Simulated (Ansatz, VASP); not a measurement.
## Re: VASP beside Ansatz

```
Re
1.0
     1.40213    0.80952    6.78676
    -1.40213    0.80952    6.78676
     0.00000   -1.61905    6.78676
Re
3
Direct
  0.00000 0.00000 0.00000
  0.22217 0.22217 0.22217
  0.77783 0.77783 0.77783
```

Change from the starting cell: volume scaled by 1.04, PAW files.

Alike in both runs: task electric field gradients; functional PBEsol; k mesh 15 × 15 × 15; occupations fermi-dirac, width 0.05 eV; no spin polarisation.

|  | VASP | Ansatz |
| --- | --- | --- |
| version | VASP 6.6.1 | Ansatz 0.2.0 |
| potentials or method | VASP PAW PBE potentials, release 64 (Re) | PAW with Ansatz's default frozen-core files, scalar-relativistic |
| plane-wave cutoff (eV) | 520 | 420 |
| valence electrons in the cell | 21 | 45 |

|  | VASP | Ansatz | Ansatz less VASP |
| --- | --- | --- | --- |
| pressure (GPa) | -19.9 | -19.5 | +0.41 |
| traceless stress, the component that is largest in VASP (GPa) | -0.71 | -0.65 | +0.057 |
| rms of the force components (eV/Å) | 0.005 | 0.004 | -0.0011 |
| size of Vzz on the site where it differs most (V/Å²) | 35.0 | 22.0 | -13.07 |

VASP's potentials were made for PBE, not for PBEsol. Atom by atom the forces differ by 0.001 eV/Å (rms over components). VASP's potentials hold 21 valence electrons a cell and Ansatz's 45, so a difference there can come from the potentials and not from the codes.

Neither program's run includes spin-orbit coupling.
